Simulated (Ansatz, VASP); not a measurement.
# P in VASP and in Ansatz

File INCAR:

```
ALGO = Normal
EDIFF = 1E-6
ENCUT = 520
GGA = CA
ISIF = 2
ISMEAR = -1
LASPH = T
LCHARG = F
LREAL = F
LWAVE = F
NBANDS = 18
NELM = 60
PREC = Accurate
SIGMA = 0.05
```

Contents of KPOINTS:

```
k-points
0
Gamma
  8 8 6
```

The input POSCAR:

```
P
1.0
    1.6366841122     -5.4283585144      0.0000000000
    1.6366841122      5.4283585144      0.0000000000
    0.0000000000      0.0000000000      4.5131404726
P
4
Direct
    0.9041431300      0.0958568700      0.5888151700
    0.0958568700      0.9041431300      0.4111848300
    0.5958568700      0.4041431300      0.0888151700
    0.4041431300      0.5958568700      0.9111848300
```

The input input.yaml:

```yaml
crystal:
  lattice:
    - [1.6366841122, -5.4283585144, 0.0]
    - [1.6366841122, 5.4283585144, 0.0]
    - [0.0, 0.0, 4.5131404726]
  atoms:
    - { symbol: P, position: [0.90414313, 0.09585687, 0.58881517] }
    - { symbol: P, position: [0.09585687, 0.90414313, 0.41118483] }
    - { symbol: P, position: [0.59585687, 0.40414313, 0.08881517] }
    - { symbol: P, position: [0.40414313, 0.59585687, 0.91118483] }
hamiltonian:
  xc: lda
  pseudopotentials: { kind: paw }
kpoints:
  mp_grid: { grid: [8, 8, 6] }
scf:
  occupations: { method: fermi_dirac, width: 0.05 }
output:
  forces: true
  stress: true
  eigenvalues: true
```

Alike in both runs: task single point; functional LDA; k mesh 8 × 8 × 6; occupations fermi-dirac, width 0.05 eV; no spin polarisation.

|  | VASP | Ansatz |
| --- | --- | --- |
| version | VASP 6.6.1 | Ansatz 0.2.0 |
| potentials or method | VASP PAW LDA potentials, release 64 (P) | Ansatz PAW |
| plane-wave cutoff (eV) | 520 | 420 |
| valence electrons in the cell | 20 | 20 |

VASP gave:

| Item | Value |
| --- | --- |
| gap on the k mesh at the Fermi level (eV) | 0.04 |
| least direct gap on the mesh (eV) | 0.04 |
| pressure (GPa) | -0.9 |
| traceless stress, the component that is largest in VASP (GPa) | -0.22 |
| rms of the force components (eV/Å) | 0.180 |

Problem. Estimate Ansatz's values.

Solution. gap on the k mesh at the Fermi level (eV): 0.05; least direct gap on the mesh (eV): 0.05; pressure (GPa): -0.6; traceless stress, the component that is largest in VASP (GPa): -0.24; rms of the force components (eV/Å): 0.206.

LDA's correlation is that of Perdew and Zunger in VASP and of Perdew and Wang (1992) in Ansatz. Atom by atom the forces differ by 0.026 eV/Å (rms over components).
